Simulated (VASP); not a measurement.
Wanted: the native input for a VASP 6.6.1 run.

```
Task                   : electric field gradients
Functional             : PBEsol
Potentials or basis    : VASP PAW PBE potentials, release 64 (Se)
Cutoff                 : 520 eV
k mesh                 : 6 × 6 × 6
Occupations            : fermi-dirac, width 0.01 eV
Spin                   : no spin polarisation
Dipole correction      : no
Further INCAR settings : ALGO = Normal; EDIFF = 1e-08; NBANDS = 27
```

The structure of Se lies in POSCAR:

```
Se
1.0
    5.7924203034      3.3442554214      1.5052849981
   -5.7924203034      3.3442554214      1.5052849981
    0.0000000000     -6.6885108429      1.5052849981
Se
6
Direct
    0.2806600000      0.1625100000      0.9181800000
    0.9181800000      0.2806600000      0.1625100000
    0.1625100000      0.9181800000      0.2806600000
    0.7193400000      0.8374900000      0.0818200000
    0.0818200000      0.7193400000      0.8374900000
    0.8374900000      0.0818200000      0.7193400000
```

The input as run:

INCAR

```
  PREC = Accurate
  ENCUT = 520
  EDIFF = 1E-8
  ISMEAR = -1
  SIGMA = 0.01
  LREAL = False
  LASPH = True
  NELM = 100
  ALGO = Normal
  ISIF = 2
  LWAVE = False
  LCHARG = False
  GGA = PS
  LEFG = True
  NBANDS = 27
```

KPOINTS

```
Automatic mesh
0
Gamma
  6 6 6
```

Potentials or basis: VASP PAW PBE potentials, release 64 (Se).

Launch:

```bash
$ cat potpaw_PBE.64/Se/POTCAR > POTCAR
$ mpirun -np 1 vasp_std > vasp.out
```

It gave:

```yaml
Pressure: -2.5 GPa
Largest_force: 0.284 eV/Å
Band_gap_on_the_k_mesh: 1.03 eV (least direct gap 1.29 eV)
Largest_electric_field_gradient_by_atom: Se -558.5 V/Å²
```

Caveat: this functional lacks dispersion, which holds the molecules together, so the pressure and a relaxed volume are unreliable; without QUAD_EFG the Cq values of the log hold for a quadrupole moment of 1 mb, not for the nuclei; the PAW data sets were made with another functional, which shifts forces and pressure a little.

Run time: 4.5 min on 1 thread of Intel(R) Xeon(R) Platinum 8259CL CPU @ 2.50GHz (Skylake/Cascade Lake), with other jobs on the host, peak memory 0.45 GiB.
